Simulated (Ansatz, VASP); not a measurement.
## ScAl3: VASP beside Ansatz

```xyz
4
Lattice="4.0878 0.0000 0.0000 0.0000 4.0878 0.0000 0.0000 0.0000 4.0878" Properties=species:S:1:pos:R:3 pbc="T T T"
Sc    0.0000    0.0000    0.0000
Al    2.0439    0.0000    2.0439
Al    0.0000    2.0439    2.0439
Al    2.0439    2.0439    0.0000
```

Alike in both runs: task single point; functional BLYP; k mesh 5 × 5 × 5; occupations methfessel-paxton of order 1, width 0.15 eV; no spin polarisation.

|  | VASP | Ansatz |
| --- | --- | --- |
| version | VASP 6.6.1 | Ansatz 0.2.0 |
| potentials or method | VASP PAW PBE potentials, release 64 (Sc_sv, Al) | plane waves, norm-conserving potentials |
| plane-wave cutoff (eV) | 520 | 1061 |
| valence electrons in the cell | 20 | 20 |

Ansatz gave:

```
pressure (GPa) : 3.6
```

Problem. Which values does VASP return?

Solution. Pressure (GPa): 3.8.

VASP's potentials were made for PBE, not for BLYP. With one functional, cell and mesh, what is left measures potentials, basis and numerics. Ansatz's warnings: stress scf threshold loose.
